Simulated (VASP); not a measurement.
Crystal: WF.

```
W F
1.0
     1.36589    0.78860    5.06960
    -1.36589    0.78860    5.06960
     0.00000   -1.57719    5.06960
W F
1 1
Direct
  0.81412 0.81412 0.81412
  0.93712 0.93712 0.93712
```

Base run:

```yaml
Program: VASP 6.6.1
Functional: PBE
Potentials_or_basis: VASP PAW PBE potentials, release 64 (W_sv, F)
Cutoff: 520 eV
k_mesh: 11 × 11 × 11
Occupations: fermi-dirac, width 0.05 eV
Spin: no spin polarisation
Hubbard_terms: W d U = 8.0 eV
```

Its results: band gap on the k mesh zero (an odd number of electrons rules out a gap without spin polarisation); pressure 12.3 GPa; largest force 1.416 eV/Å.

**Question.** The run is repeated on the same cell with these changes: hubbard terms from W d U = 8.0 eV to W d U = 4.0 eV. What comes out?

**Answer.** Band gap on the k mesh zero (an odd number of electrons rules out a gap without spin polarisation); pressure 6.6 GPa; largest force 0.900 eV/Å.

Caveats: the cell stands under pressure; spin-orbit coupling is left out, which moves the levels of the heavy elements; an odd number of electrons without spin polarisation forces a metal; a magnetic or distorted state may lie lower; U without spin polarisation on a metal has little footing.
